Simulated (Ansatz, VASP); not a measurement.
# Two plane-wave programs on Mn

```xyz
1
Lattice="-1.3982 1.3982 1.3982 1.3982 -1.3982 1.3982 1.3982 1.3982 -1.3982" Properties=species:S:1:pos:R:3 pbc="T T T"
Mn    0.0000    0.0000    0.0000
```

Alike in both runs: task single point; functional PBE; k mesh 20 × 20 × 20; occupations gaussian, width 0.05 eV; collinear spin.

|  | VASP | Ansatz |
| --- | --- | --- |
| version | VASP 6.6.1 | Ansatz 0.2.0 |
| potentials or method | VASP PAW PBE potentials, release 64 (Mn_pv), cutoff 520 eV | scalar-relativistic, plane waves, PAW |
| valence electrons in the cell | 13 | 15 |

```csv
,VASP,Ansatz,Ansatz less VASP
gap on the k mesh at the Fermi level (eV),none,none,-
pressure (GPa),-4.2,0.0,+4.21
net moment per atom (μB),0.00,0.86,+0.859
size of the moment on the site where the two differ most (μB),0.00,0.85,+0.854
```

The net moments are unlike, so the other rows may belong to different states. Site moments also hang on the region over which each program counts them. A gap of «none» marks a metal or a gap that the smearing closes. VASP's potentials hold 13 valence electrons a cell and Ansatz's 15, so a difference there can come from the potentials and not from the codes.
